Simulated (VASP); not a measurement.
# Au (P6_3/mmc) in VASP: single point with PBE

Aim: the single point of Au with PBE.

Everything below comes from runs of VASP 6.6.1. Logs are shortened: lines on timing, memory, paths and dates and some standing lists are left out, and cuts for length are marked.

## Step 1: The cell of the first run

It takes space group P6_3/mmc (No. 194, hexagonal). Conventional cell: a = 2.932 Å, b = 2.932 Å, c = 9.662 Å, α = 90.00°, β = 90.00°, γ = 120.00°. Within 3.9 Å of Au (site symmetry -3m) lie 12 Au at 2.93 to 2.95 Å. Au (site symmetry -6m2) has 12 Au at 2.93 to 2.95 Å within 3.9 Å.

## Step 2: Single point, PBE

INCAR

```
PREC     = Accurate       # precision mode
ENCUT    = 520            # plane-wave cutoff, eV
EDIFF    = 1E-6           # SCF threshold, eV
ISMEAR   = 0              # smearing method
SIGMA    = 0.1            # smearing width, eV
LREAL    = False          # projectors in reciprocal space
LASPH    = True           # aspherical terms in the spheres
NELM     = 80             # most SCF steps
ALGO     = Fast           # electronic algorithm
ISIF     = 2              # what is computed and relaxed
LWAVE    = False          # write WAVECAR
LCHARG   = False          # write CHGCAR
GGA      = PE             # functional
NBANDS   = 30             # bands
```

KPOINTS

```
Automatic mesh
0
Gamma
  18 18 6
```

POSCAR

```
Au
1.0
    2.9317980284      0.0000000000      0.0000000000
   -1.4658990142      2.5390115713      0.0000000000
    0.0000000000      0.0000000000      9.6622375505
Au
4
Direct
    0.0000000000      0.0000000000      0.0000000000
    0.3333333333      0.6666666667      0.2500000000
    0.0000000000      0.0000000000      0.5000000000
    0.6666666667      0.3333333333      0.7500000000
```

Potentials or basis: VASP PAW PBE potentials, release 64 (Au).

Run with:

```console
cat potpaw_PBE.64/Au/POTCAR > POTCAR
mpirun -np 1 vasp_std > vasp.out
```

OUTCAR:

```text
PREC = Accurate
   ENCUT = 520
   EDIFF = 1E-6
   ISMEAR = 0
   LREAL = False
   LASPH = True
   NELM = 80
   ISIF = 2
   GGA = PE

 ion  position               nearest neighbor table
   1  0.000  0.000  0.000-   2 2.95   4 2.95   2 2.95   4 2.95   4 2.95   2 2.95
   2  0.333  0.667  0.250-   1 2.95   3 2.95   1 2.95   3 2.95   1 2.95   3 2.95
   3  0.000  0.000  0.500-   2 2.95   4 2.95   2 2.95   4 2.95   4 2.95   2 2.95
   4  0.667  0.333  0.750-   1 2.95   3 2.95   1 2.95   3 2.95   1 2.95   3 2.95

  LATTYP: Found a hexagonal cell.
 ALAT       =     2.9317980284
 C/A-ratio  =     3.2956695710

  Lattice vectors:

 A1 = (   2.9317980284,   0.0000000000,   0.0000000000)
 A2 = (  -1.4658990142,   2.5390115713,   0.0000000000)
 A3 = (   0.0000000000,   0.0000000000,   9.6622375505)

Analysis of symmetry for initial positions (statically):
=====================================================================
 Subroutine PRICEL returns:
 Original cell was already a primitive cell.

 Routine SETGRP: Setting up the symmetry group for a
 hexagonal supercell.

 Subroutine GETGRP returns: Found 24 space group operations
 (whereof 12 operations were pure point group operations)
 out of a pool of 24 trial point group operations.

The static configuration has the point symmetry D_3d.
 The point group associated with its full space group is D_6h.

Analysis of symmetry for dynamics (positions and initial velocities):
=====================================================================
 Subroutine PRICEL returns:
 Original cell was already a primitive cell.

 Routine SETGRP: Setting up the symmetry group for a
 hexagonal supercell.

 Subroutine GETGRP returns: Found 24 space group operations
 (whereof 12 operations were pure point group operations)
 out of a pool of 24 trial point group operations.

The dynamic configuration has the point symmetry D_3d.
 The point group associated with its full space group is D_6h.

 Subroutine INISYM returns: Found 24 space group operations
 (whereof 12 operations are pure point group operations),
 and found     1 'primitive' translations

----------------------------------------------------------------------------------------

                                     Primitive cell

  volume of cell :      71.9244

  direct lattice vectors                    reciprocal lattice vectors
     2.931798028  0.000000000  0.000000000     0.341087616  0.196927027  0.000000000
    -1.465899014  2.539011571  0.000000000     0.000000000  0.393854054  0.000000000
     0.000000000  0.000000000  9.662237551     0.000000000  0.000000000  0.103495696

  length of vectors
     2.931798028  2.931798028  9.662237551     0.393854054  0.393854054  0.103495696

  position of ions in fractional coordinates (direct lattice)
     0.000000000  0.000000000  0.000000000
     0.333333333  0.666666667  0.250000000
     0.000000000  0.000000000  0.500000000
     0.666666667  0.333333333  0.750000000

  ion indices of the primitive-cell ions
   primitive index   ion index
                 1           1
                 2           2
                 3           3
                 4           4

----------------------------------------------------------------------------------------

 KPOINTS: Automatic mesh

Automatic generation of k-mesh.
 Grid dimensions read from file:
 generate k-points for:   18   18    6

 Generating k-lattice:

  Cartesian coordinates                     Fractional coordinates (reciprocal lattice)
     0.018949312  0.010940390  0.000000000     0.055555556  0.000000000  0.000000000
     0.000000000  0.021880781  0.000000000     0.000000000  0.055555556  0.000000000
     0.000000000  0.000000000  0.017249283     0.000000000  0.000000000  0.166666667

  Length of vectors
     0.021880781  0.021880781  0.017249283

  Shift w.r.t. Gamma in fractional coordinates (k-lattice)
     0.000000000  0.000000000  0.000000000

 Subroutine IBZKPT returns following result:
 ===========================================

 Found    148 irreducible k-points:

 Following reciprocal coordinates:
            Coordinates               Weight
  0.000000  0.000000  0.000000      1.000000
  0.055556  0.000000  0.000000      6.000000
  0.111111  0.000000  0.000000      6.000000
  0.166667  0.000000  0.000000      6.000000
  0.222222  0.000000  0.000000      6.000000
  0.277778  0.000000  0.000000      6.000000
[... 16 lines left out ...]
  0.333333  0.111111  0.000000     12.000000
  0.388889  0.111111  0.000000     12.000000
 [... further k-points ...]
   k-points           NKPTS =    148   k-points in BZ     NKDIM =    148   number of bands    NBANDS=     30
   number of dos      NEDOS =    301   number of ions     NIONS =      4
   total plane-waves  NPLWV =  41472
   dimension x,y,z NGX =    24 NGY =   24 NGZ =   72
   dimension x,y,z NGXF=    48 NGYF=   48 NGZF=  144
   ions per type =               4
   NGX,Y,Z   is equivalent  to a cutoff of  13.61, 13.61, 12.39 a.u.
   NGXF,Y,Z  is equivalent  to a cutoff of  27.22, 27.22, 24.78 a.u.
 SYSTEM =  unknown system
   PREC   = accura    normal or accurate (medium, high low for compatibility)
   ISTART =      0    job   : 0-new  1-cont  2-samecut
   ICHARG =      2    charge: 1-file 2-atom 10-const
   ISPIN  =      1    spin polarized calculation?
   LNONCOLLINEAR =      F non collinear calculations
   LSORBIT =      F    spin-orbit coupling
   LASPH  =      T    aspherical Exc in radial PAW
   ENCUT  =  520.0 eV  38.22 Ry    6.18 a.u.   5.45  5.45 17.97*2*pi/ulx,y,z
   NELM   =     80;   NELMIN=  2; NELMDL= -5     # of ELM steps
   EDIFF  = 0.1E-05   stopping-criterion for ELM
   LREAL  =      F    real-space projection
   EDIFFG = 0.1E-04   stopping-criterion for IOM
   NSW    =      0    number of steps for IOM
   IBRION =     -1    ionic relax: 0-MD 1-quasi-New 2-CG
   NFREE  =      0    steps in history (QN), initial steepest desc. (CG)
   ISIF   =      2    stress and relaxation
   ISYM   =      2    0-nonsym 1-usesym 2-fastsym
   POTIM  = 0.5000    time-step for ionic-motion
   TEBEG  =    0.0;   TEEND  =   0.0 temperature during run
   PSTRESS=    0.0 pullay stress
   NELECT =      44.0000    total number of electrons
   NUPDOWN=      -1.0000    fix difference up-down
   EMIN   =  10.00;   EMAX   =-10.00  energy-range for DOS
   EFERMI =   0.00;   METHOD = LEGACY
   ISMEAR =     0;   SIGMA  =   0.10  broadening in eV -4-tet -1-fermi 0-gaus
   EFERMI_NEDOS =   21; number of points for ismear=-14 and -15
   IALGO  =     68    algorithm
   IMIX   =      4    mixing-type and parameters
     AMIX     =   0.40;   BMIX     =  1.00
     AMIX_MAG =   1.60;   BMIX_MAG =  1.00
  volume/ion in A,a.u.               =      17.98       121.34
  Fermi-wavevector in a.u.,A,eV,Ry     =   1.389740  2.626228 26.277985  1.931377
  Thomas-Fermi vector in A             =   2.513742
   LORBIT       =      0    0 simple, 1 ext, 2 COOP (PROOUT), +10 PAW based schemes
   GGA     = PE    functional components
   LHFCALC =     F    Hartree Fock is set to
   AEXX    =    0.0000 exact exchange contribution
   IVDW    =     0    specifies the selected vdW correction
   LEPSILON=     F    determine dielectric tensor
   LRPA    =     F    only Hartree local field effects (RPA)
 non-spin polarized calculation
 RMM-DIIS sequential band-by-band and
 Gauss-broadening in eV      SIGMA  =   0.10
  energy-cutoff  :      520.00
  volume of cell :       71.92
 maximum number of plane-waves:      1992
 NGX is ok and might be reduce to    24
   NGX = 11   NGY = 11   NGZ = 35

 number of electron      44.0000000 magnetization

 Free energy of the ion-electron system (eV)
  ---------------------------------------------------
  ext. energy  EPLUGINS =         0.00000000
  ---------------------------------------------------
  free energy    TOTEN  =       -12.87008692 eV

  energy without entropy =      -12.86424300  energy(sigma->0) =      -12.86716496

 E-fermi :   8.5346     XC(G=0): -12.3971

 val. band max:        8.5234919183   @ k =   0.4444   0.0556   0.3333
 cond. band min:       8.6009377004   @ k =   0.1667   0.0000   0.3333
 fundamental gap:      0.0774457822
 Fermi energy:         8.5346098096

 k-point     1 :       0.0000    0.0000    0.0000
  band No.  band energies     occupation
      1      -0.6967      2.00000
      2       0.9928      2.00000
      3       1.0012      2.00000
      4       1.7399      2.00000
      5       4.0725      2.00000
      6       4.0820      2.00000
[... 22 lines left out ...]
     29      22.9911      0.00000
     30      24.0118      0.00000

 k-point     2 :       0.0556    0.0000    0.0000
  band No.  band energies     occupation
      1      -0.6045      2.00000
      2       1.0803      2.00000
      3       1.0885      2.00000
      4       1.8150      2.00000
      5       3.9564      2.00000
      6       4.0263      2.00000
[... 22 lines left out ...]
     29      23.0760      0.00000
     30      23.9832      0.00000

 k-point     3 :       0.1111    0.0000    0.0000
  band No.  band energies     occupation
      1      -0.3335      2.00000
      2       1.3300      2.00000
      3       1.3379      2.00000
      4       2.0269      2.00000
      5       3.7357      2.00000
      6       3.8837      2.00000
[... 22 lines left out ...]
     29      23.1834      0.00000
     30      23.4396      0.00000

 k-point     4 :       0.1667    0.0000    0.0000
  band No.  band energies     occupation
      1       0.0974      2.00000
      2       1.6926      2.00000
      3       1.6996      2.00000
      4       2.3264      2.00000
      5       3.5140      2.00000
      6       3.7022      2.00000
[... 22 lines left out ...]
     29      22.3686      0.00000
     30      22.4120      0.00000

 k-point     5 :       0.2222    0.0000    0.0000
  band No.  band energies     occupation
      1       0.6467      2.00000
      2       2.0451      2.00000
      3       2.0512      2.00000
      4       2.5962      2.00000
      5       3.3559      2.00000
      6       3.5111      2.00000
[... 22 lines left out ...]
     29      21.0744      0.00000
     30      21.1634      0.00000
[... 526 lines left out ...]
     29      19.3914      0.00000
     30      20.7737      0.00000

 k-point    22 :       0.2778    0.1111    0.0000
  band No.  band energies     occupation
      1       1.9218      2.00000
      2       2.3639      2.00000
      3       2.5355      2.00000
      4       2.7563      2.00000
      5       3.2574      2.00000
      6       3.2730      2.00000
[... 22 lines left out ...]
     29      18.3190      0.00000
     30      20.4966      0.00000

 k-point    23 :       0.3333    0.1111    0.0000
  band No.  band energies     occupation
      1       2.0502      2.00000
      2       2.2599      2.00000
      3       2.5505      2.00000
      4       2.8021      2.00000
      5       3.1396      2.00000
      6       3.2026      2.00000
[... 22 lines left out ...]
     29      17.3473      0.00000
     30      19.3184      0.00000

 k-point    24 :       0.3889    0.1111    0.0000
  band No.  band energies     occupation
      1       2.0450      2.00000
      2       2.1746      2.00000
      3       2.4710      2.00000
      4       2.8342      2.00000
      5       3.0451      2.00000
      6       3.2796      2.00000
[... 22 lines left out ...]
     29      16.4985      0.00000
     30      18.1720      0.00000

 [... further k-points ...]
[... 5 lines left out ...]
  --------------------------------------------------------------------------------------
  -------------------------------------------------------------------------------------
  Total       -0.1200982     -0.1200982     -0.1226189      0.0000000      0.0000000      0.0000000
  in kB       -2.6752876     -2.6752876     -2.7314389      0.0000000      0.0000000      0.0000000
  external PRESSURE =      -2.6940047 kB  Pullay stress =       0.0000000 kB

 VOLUME and BASIS-vectors are now :
 -----------------------------------------------------------------------------
  energy-cutoff  :      520.00
  volume of cell :       71.92
      direct lattice vectors                 reciprocal lattice vectors
     2.931798028  0.000000000  0.000000000     0.341087616  0.196927027  0.000000000
    -1.465899014  2.539011571  0.000000000     0.000000000  0.393854054  0.000000000
     0.000000000  0.000000000  9.662237551     0.000000000  0.000000000  0.103495696

 POSITION                                       TOTAL-FORCE (eV/Angst)
 -----------------------------------------------------------------------------------
      0.00000      0.00000      0.00000        -0.000000      0.000000      0.000000
     -0.00000      1.69267      2.41556         0.000000      0.000000     -0.000000
      0.00000      0.00000      4.83112        -0.000000      0.000000      0.000000
      1.46590      0.84634      7.24668        -0.000000     -0.000000     -0.000000
 -----------------------------------------------------------------------------------
    total drift:                               -0.000000      0.000000      0.000000

  FREE ENERGIE OF THE ION-ELECTRON SYSTEM (eV)
  ---------------------------------------------------
  free  energy   TOTEN  =       -12.8700869163 eV

  energy  without entropy=      -12.8642429969  energy(sigma->0) =      -12.86716496
```

Wall time 1.8 min (1 thread of Intel Xeon 6975P-C (Granite Rapids), shared host); peak memory 0.36 GiB.

What came out:

```yaml
Free_energy: -12.8701 eV
Pressure: -0.3 GPa
Band_gap_on_the_k_mesh: zero (band 22 reaches 11.35 eV, above the bottom of band 23 at 6.35 eV)
```

Levels at points of the mesh, in eV from the Fermi level:
```
           k point  band 19  band 20  band 21  band 22  band 23  band 24  band 25  band 26
(0.00, 0.00, 0.00)    -2.79    -2.50    -2.50    -1.96    -1.96    -0.70     2.73    10.68
(0.50, 0.00, 0.00)    -1.66    -1.65    -0.30     0.49     1.08     1.37     3.42     3.68
(0.00, 0.00, 0.50)    -2.88    -2.88    -2.19    -2.19    -2.19    -2.19     5.91     5.91
(0.50, 0.00, 0.50)    -1.68    -1.68     0.37     0.37     1.26     1.26     4.05     4.05
```

Caveat: spin-orbit coupling is left out, which moves the levels of the heavy elements.
